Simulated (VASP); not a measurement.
# HfS2 (P-3m1) in VASP: notebook

Runs on HfS2. Level: PBE+D3(BJ). Tasks: single point, relaxation of the atoms.

All numbers are computed with VASP 6.6.1; they aren't measurements. Logs are shortened: lines on timing, memory, paths and dates and some standing lists are left out, and cuts for length are marked.

## Step 1: The cell of the first run

Symmetry: P-3m1, No. 164, trigonal system. The conventional cell has a = 3.606 Å, b = 3.606 Å, c = 5.770 Å, α = 90.00°, β = 90.00°, γ = 120.00°. Within 3.4 Å of Hf (site symmetry -3m) lie 6 S at 2.54 Å. Within 3.4 Å of S (site symmetry 3m) lie 3 Hf at 2.54 Å.

## Step 2: Single point, PBE+D3(BJ)

INCAR reads:

```
ALGO = Normal
EDIFF = 1E-6
ENCUT = 500
GGA = PE
GGA_COMPAT = False
ISIF = 2
ISMEAR = 0
IVDW = 12
LASPH = True
LCHARG = False
LREAL = False
LWAVE = False
NBANDS = 118
NELM = 120
PREC = Accurate
SIGMA = 0.01
```

KPOINTS reads:

```
Automatic mesh
0
Gamma
  2 2 2
  0.5 0.5 0.5
```

POSCAR reads:

```
HfS2
1.0
    0.0000000000      6.2455376441     -5.7703877075
    5.4087942601     -3.1227688221     -5.7703877075
   -5.4087942601     -3.1227688221     -5.7703877075
Hf S
9 18
Direct
    0.3333333333      0.0000000000      0.6666666667
    0.6666666667      0.6666666667      0.6666666667
    0.3333333333      0.3333333333      0.3333333333
    0.0000000000      0.3333333333      0.6666666667
    0.6666666667      0.0000000000      0.3333333333
    0.3333333333      0.6666666667      1.0000000000
    0.0000000000      0.6666666667      0.3333333333
    0.6666666667      0.3333333333      1.0000000000
    0.0000000000      0.0000000000      1.0000000000
    0.8619091162      0.1952424496      0.1952424496
    0.1952424496      0.8619091162      0.1952424496
    0.8619091162      0.5285757829      0.8619091162
    0.5285757829      0.5285757829      0.1952424496
    0.1952424496      0.1952424496      0.8619091162
    0.8619091162      0.8619091162      0.5285757829
    0.5285757829      0.8619091162      0.8619091162
    0.1952424496      0.5285757829      0.5285757829
    0.5285757829      0.1952424496      0.5285757829
    0.1380908838      0.1380908838      0.4714242171
    0.4714242171      0.8047575504      0.4714242171
    0.1380908838      0.4714242171      0.1380908838
    0.8047575504      0.4714242171      0.4714242171
    0.4714242171      0.1380908838      0.1380908838
    0.1380908838      0.8047575504      0.8047575504
    0.8047575504      0.8047575504      0.1380908838
    0.4714242171      0.4714242171      0.8047575504
    0.8047575504      0.1380908838      0.8047575504
```

Potentials or basis: VASP PAW PBE potentials, release 64 (Hf_pv, S).

On the command line:

```bash
cat potpaw_PBE.64/Hf_pv/POTCAR potpaw_PBE.64/S/POTCAR > POTCAR
mpirun -np 1 vasp_std > vasp.out
```

OUTCAR:

```text
EDIFF = 1E-6
   ENCUT = 500
   GGA = PE
   ISIF = 2
   ISMEAR = 0
   IVDW = 12
   LASPH = True
   LREAL = False
   NELM = 120
   PREC = Accurate
 IVDW          = 12

 ion  position               nearest neighbor table
   1  0.333  0.000  0.667-  24 2.54  14 2.54  19 2.54  16 2.54  18 2.54  20 2.54   6 3.61   4 3.61
                             9 3.61   3 3.61   2 3.61   5 3.61
   2  0.667  0.667  0.667-  12 2.54  15 2.54  16 2.54  20 2.54  26 2.54  22 2.54   5 3.61   8 3.61
                             6 3.61   1 3.61   7 3.61   4 3.61
   3  0.333  0.333  0.333-  19 2.54  21 2.54  23 2.54  18 2.54  13 2.54  17 2.54   1 3.61   6 3.61
                             5 3.61   8 3.61   7 3.61   4 3.61
   4  0.000  0.333  0.667-  14 2.54  27 2.54  12 2.54  19 2.54  22 2.54  17 2.54   9 3.61   8 3.61
                             1 3.61   2 3.61   3 3.61   7 3.61
   5  0.667  0.000  0.333-  10 2.54  25 2.54  23 2.54  15 2.54  20 2.54  18 2.54   8 3.61   7 3.61
                             9 3.61   2 3.61   3 3.61   1 3.61
   6  0.333  0.667  0.000-  24 2.54  11 2.54  21 2.54  16 2.54  13 2.54  26 2.54   1 3.61   7 3.61
                             9 3.61   3 3.61   2 3.61   8 3.61
   7  0.000  0.667  0.333-  11 2.54  25 2.54  21 2.54  15 2.54  22 2.54  17 2.54   9 3.61   6 3.61
                             5 3.61   3 3.61   2 3.61   4 3.61
   8  0.667  0.333  0.000-  10 2.54  27 2.54  23 2.54  12 2.54  26 2.54  13 2.54   5 3.61   4 3.61
                             9 3.61   2 3.61   3 3.61   6 3.61
   9  0.000  0.000  0.000-  11 2.54  14 2.54  25 2.54  27 2.54  10 2.54  24 2.54   4 3.61   7 3.61
                             1 3.61   8 3.61   5 3.61   6 3.61
  10  0.862  0.195  0.195-   8 2.54   5 2.54   9 2.54
  11  0.195  0.862  0.195-   7 2.54   6 2.54   9 2.54
  12  0.862  0.529  0.862-   2 2.54   8 2.54   4 2.54
  13  0.529  0.529  0.195-   3 2.54   6 2.54   8 2.54
  14  0.195  0.195  0.862-   4 2.54   1 2.54   9 2.54
  15  0.862  0.862  0.529-   2 2.54   5 2.54   7 2.54
[... 10 lines left out ...]
  26  0.471  0.471  0.805-   2 2.54   8 2.54   6 2.54
  27  0.805  0.138  0.805-   4 2.54   8 2.54   9 2.54

  LATTYP: Found a trigonal (rhomboedric) cell.
 ALAT       =     8.5031826253
 COS(alpha) =     0.1907775803

  Lattice vectors:

 A1 = (   0.0000000000,   6.2455376441,  -5.7703877075)
 A2 = (   5.4087942601,  -3.1227688221,  -5.7703877075)
 A3 = (  -5.4087942601,  -3.1227688221,  -5.7703877075)

Analysis of symmetry for initial positions (statically):
=====================================================================
 Subroutine PRICEL returns following result:

  LATTYP: Found a hexagonal cell.
 ALAT       =     3.6058628397
 C/A-ratio  =     1.6002793129

  Lattice vectors:

 A1 = (  -1.8029314199,  -3.1227688218,   0.0000000000)
 A2 = (  -1.8029314199,   3.1227688218,   0.0000000000)
 A3 = (  -0.0000000005,  -0.0000000003,  -5.7703877075)

   9 primitive cells build up your supercell.

 Routine SETGRP: Setting up the symmetry group for a
 trigonal (rhombohedral) supercell.

 Subroutine GETGRP returns: Found 12 space group operations
 (whereof 12 operations were pure point group operations)
 out of a pool of 12 trial point group operations.

The static configuration has the point symmetry D_3d.

Analysis of symmetry for dynamics (positions and initial velocities):
=====================================================================
 Subroutine PRICEL returns following result:

  LATTYP: Found a hexagonal cell.
 ALAT       =     3.6058628397
 C/A-ratio  =     1.6002793129

  Lattice vectors:

 A1 = (  -1.8029314199,  -3.1227688218,   0.0000000000)
 A2 = (  -1.8029314199,   3.1227688218,   0.0000000000)
 A3 = (  -0.0000000005,  -0.0000000003,  -5.7703877075)

   9 primitive cells build up your supercell.

 Routine SETGRP: Setting up the symmetry group for a
 trigonal (rhombohedral) supercell.

 Subroutine GETGRP returns: Found 12 space group operations
 (whereof 12 operations were pure point group operations)
 out of a pool of 12 trial point group operations.

The dynamic configuration has the point symmetry D_3d.

 Subroutine INISYM returns: Found 12 space group operations
 (whereof 12 operations are pure point group operations),
 and found     9 'primitive' translations

----------------------------------------------------------------------------------------

                                     Primitive cell

  volume of cell :      64.9762

  direct lattice vectors                    reciprocal lattice vectors
    -1.802931420 -3.122768822  0.000000000    -0.277326134 -0.160114318  0.000000000
    -1.802931420  3.122768822  0.000000000    -0.277326134  0.160114318  0.000000000
    -0.000000001 -0.000000000 -5.770387708     0.000000000  0.000000000 -0.173298581

  length of vectors
     3.605862840  3.605862840  5.770387708     0.320228636  0.320228636  0.173298581

  position of ions in fractional coordinates (direct lattice)
     0.000000000  0.000000000  0.000000000
     0.333333333  0.666666667  0.252394015
     0.666666666  0.333333333  0.747605985

  ion indices of the primitive-cell ions
   primitive index   ion index
                 1           1
                 2          14
                 3          24

----------------------------------------------------------------------------------------

 KPOINTS: Automatic mesh

Automatic generation of k-mesh.
 Grid dimensions read from file:
 generate k-points for:    2    2    2

 Generating k-lattice:

  Cartesian coordinates                     Fractional coordinates (reciprocal lattice)
     0.000000000  0.053371439 -0.028883097     0.500000000  0.000000000  0.000000000
     0.046221022 -0.026685720 -0.028883097     0.000000000  0.500000000  0.000000000
    -0.046221022 -0.026685720 -0.028883097     0.000000000  0.000000000  0.500000000

  Length of vectors
     0.060685615  0.060685615  0.060685615

  Shift w.r.t. Gamma in fractional coordinates (k-lattice)
     0.500000000  0.500000000  0.500000000

 Subroutine IBZKPT returns following result:
 ===========================================

 Found      2 irreducible k-points:

 Following reciprocal coordinates:
            Coordinates               Weight
  0.250000  0.250000  0.250000      2.000000
 -0.250000  0.250000  0.250000      6.000000
   k-points           NKPTS =      2   k-points in BZ     NKDIM =      2   number of bands    NBANDS=    118
   number of dos      NEDOS =    301   number of ions     NIONS =     27
   total plane-waves  NPLWV = 262144
   dimension x,y,z NGX =    64 NGY =   64 NGZ =   64
   dimension x,y,z NGXF=   128 NGYF=  128 NGZF=  128
   ions per type =               9  18
   NGX,Y,Z   is equivalent  to a cutoff of  12.51, 12.51, 12.51 a.u.
   NGXF,Y,Z  is equivalent  to a cutoff of  25.03, 25.03, 25.03 a.u.
 SYSTEM =  unknown system
   PREC   = accura    normal or accurate (medium, high low for compatibility)
   ISTART =      0    job   : 0-new  1-cont  2-samecut
   ICHARG =      2    charge: 1-file 2-atom 10-const
   ISPIN  =      1    spin polarized calculation?
   LNONCOLLINEAR =      F non collinear calculations
   LSORBIT =      F    spin-orbit coupling
   LASPH  =      T    aspherical Exc in radial PAW
   ENCUT  =  500.0 eV  36.75 Ry    6.06 a.u.  15.50 15.50 15.50*2*pi/ulx,y,z
   NELM   =    120;   NELMIN=  2; NELMDL= -5     # of ELM steps
   EDIFF  = 0.1E-05   stopping-criterion for ELM
   LREAL  =      F    real-space projection
   EDIFFG = 0.1E-04   stopping-criterion for IOM
   NSW    =      0    number of steps for IOM
   IBRION =     -1    ionic relax: 0-MD 1-quasi-New 2-CG
   NFREE  =      0    steps in history (QN), initial steepest desc. (CG)
   ISIF   =      2    stress and relaxation
   ISYM   =      2    0-nonsym 1-usesym 2-fastsym
   POTIM  = 0.5000    time-step for ionic-motion
   TEBEG  =    0.0;   TEEND  =   0.0 temperature during run
   PSTRESS=    0.0 pullay stress
   NELECT =     198.0000    total number of electrons
   NUPDOWN=      -1.0000    fix difference up-down
   EMIN   =  10.00;   EMAX   =-10.00  energy-range for DOS
   EFERMI =   0.00;   METHOD = LEGACY
   ISMEAR =     0;   SIGMA  =   0.01  broadening in eV -4-tet -1-fermi 0-gaus
   EFERMI_NEDOS =   21; number of points for ismear=-14 and -15
   IALGO  =     38    algorithm
   IMIX   =      4    mixing-type and parameters
     AMIX     =   0.40;   BMIX     =  1.00
     AMIX_MAG =   1.60;   BMIX_MAG =  1.00
  volume/ion in A,a.u.               =      21.66       146.16
  Fermi-wavevector in a.u.,A,eV,Ry     =   1.141032  2.156237 17.714151  1.301953
  Thomas-Fermi vector in A             =   2.277733
   LORBIT       =      0    0 simple, 1 ext, 2 COOP (PROOUT), +10 PAW based schemes
   GGA     = PE    functional components
   LHFCALC =     F    Hartree Fock is set to
   AEXX    =    0.0000 exact exchange contribution
   IVDW    =    12    specifies the selected vdW correction
   LEPSILON=     F    determine dielectric tensor
   LRPA    =     F    only Hartree local field effects (RPA)
 non-spin polarized calculation
 Gauss-broadening in eV      SIGMA  =   0.01
  energy-cutoff  :      500.00
  volume of cell :      584.79
 maximum number of plane-waves:     14862
 NGX is ok and might be reduce to    64
   NGX = 31   NGY = 31   NGZ = 31

 number of electron     198.0000000 magnetization

 Free energy of the ion-electron system (eV)
  ---------------------------------------------------
  ext. energy  EPLUGINS =         0.00000000
  ---------------------------------------------------
  free energy    TOTEN  =      -205.68749497 eV

  energy without entropy =     -205.68749497  energy(sigma->0) =     -205.68749497

 E-fermi :   3.6478     XC(G=0):  -9.8302

 val. band max:        3.5475091783   @ k =  -0.2500   0.2500   0.2500
 cond. band min:       4.6897844643   @ k =  -0.2500   0.2500   0.2500
 fundamental gap:      1.1422752860
 Fermi energy:         3.6478303174

 k-point     1 :       0.2500    0.2500    0.2500
  band No.  band energies     occupation
      1     -27.1834      2.00000
      2     -27.1834      2.00000
      3     -27.1834      2.00000
      4     -27.1834      2.00000
      5     -27.1834      2.00000
      6     -27.1834      2.00000
[... 103 lines left out ...]
    110       6.3434      0.00000
    111       7.0829      0.00000

 k-point     2 :      -0.2500    0.2500    0.2500
  band No.  band energies     occupation
      1     -27.2336      2.00000
      2     -27.2071      2.00000
      3     -27.2071      2.00000
      4     -27.2070      2.00000
      5     -27.2070      2.00000
      6     -27.1478      2.00000
[... 103 lines left out ...]
    110       6.1946      0.00000
    111       6.3234      0.00000
 [bands above 111 left out]

------------------------ aborting loop because EDIFF is reached ----------------------------------------

 Edisp (eV)   -9.19683

 E8    (eV) :    -3.9680

  FORCE on cell =-STRESS in cart. coord.  units (eV):
  Direction    XX          YY          ZZ          XY          YZ          ZX
  --------------------------------------------------------------------------------------
  -------------------------------------------------------------------------------------
  Total      -1.74526    -1.74526    -2.29369     0.00000    -0.00000    -0.00000
  in kB      -4.78160    -4.78160    -6.28419     0.00000    -0.00000    -0.00000
  external pressure =       -5.28 kB  Pullay stress =        0.00 kB

 VOLUME and BASIS-vectors are now :
 -----------------------------------------------------------------------------
  energy-cutoff  :      500.00
  volume of cell :      584.79
      direct lattice vectors                 reciprocal lattice vectors
     0.000000000  6.245537644 -5.770387708     0.000000000  0.106742879 -0.057766194
     5.408794260 -3.122768822 -5.770387708     0.092442045 -0.053371439 -0.057766194
    -5.408794260 -3.122768822 -5.770387708    -0.092442045 -0.053371439 -0.057766194

 POSITION                                       TOTAL-FORCE (eV/Angst)
 -----------------------------------------------------------------------------------
     -3.60586     -0.00000     -5.77039         0.000000     -0.000000     -0.000000
      0.00000     -0.00000    -11.54078        -0.000000     -0.000000     -0.000000
      0.00000     -0.00000     -5.77039        -0.000000     -0.000000     -0.000000
     -1.80293     -3.12277     -5.77039         0.000000     -0.000000     -0.000000
     -1.80293      3.12277     -5.77039        -0.000000     -0.000000     -0.000000
      3.60586     -0.00000     -5.77039        -0.000000     -0.000000     -0.000000
[... 19 lines left out ...]
     -1.80293     -1.04092    -10.08436        -0.000000     -0.000000     -0.073008
     -3.60586      2.08185    -10.08436        -0.000000     -0.000000     -0.073008
 -----------------------------------------------------------------------------------
    total drift:                               -0.000000      0.000000     -0.000000

  FREE ENERGIE OF THE ION-ELECTRON SYSTEM (eV)
  ---------------------------------------------------
  free  energy   TOTEN  =      -214.8843284332 eV

  energy  without entropy=     -214.8843284332  energy(sigma->0) =     -214.88432843
```

It took 2.2 min on 1 thread of Intel Xeon 6975P-C (Granite Rapids), shared host; peak memory 0.62 GiB.

What came out:

```yaml
Free_energy: -214.8843 eV
Pressure: -0.5 GPa
Largest_force: 0.073 eV/Å
Band_gap_on_the_k_mesh: 1.14 eV
Dispersion_energy_per_atom: -0.341 eV
```

Forces on the atoms (eV/Å):
```
Hf   0.000  0.000  0.000
Hf   0.000  0.000  0.000
Hf   0.000  0.000  0.000
Hf   0.000  0.000  0.000
Hf   0.000  0.000  0.000
Hf   0.000  0.000  0.000
Hf   0.000  0.000  0.000
Hf   0.000  0.000  0.000
Hf   0.000  0.000  0.000
S    0.000  0.000  0.073
S    0.000  0.000  0.073
S    0.000  0.000  0.073
S    0.000  0.000  0.073
S    0.000  0.000  0.073
S    0.000  0.000  0.073
S    0.000  0.000  0.073
S    0.000  0.000  0.073
S    0.000  0.000  0.073
S    0.000  0.000 -0.073
S    0.000  0.000 -0.073
S    0.000  0.000 -0.073
S    0.000  0.000 -0.073
S    0.000  0.000 -0.073
S    0.000  0.000 -0.073
S    0.000  0.000 -0.073
S    0.000  0.000 -0.073
S    0.000  0.000 -0.073
```

Stress tensor (GPa, compression positive):
```
-0.48  0.00  0.00
 0.00 -0.48  0.00
 0.00  0.00 -0.63
```

Caveat: spin-orbit coupling is left out, which moves the levels of the heavy elements. Expect the measured gap to be larger: semilocal functionals such as PBE lack the derivative discontinuity.

(Part 1 of 2 ends here.)
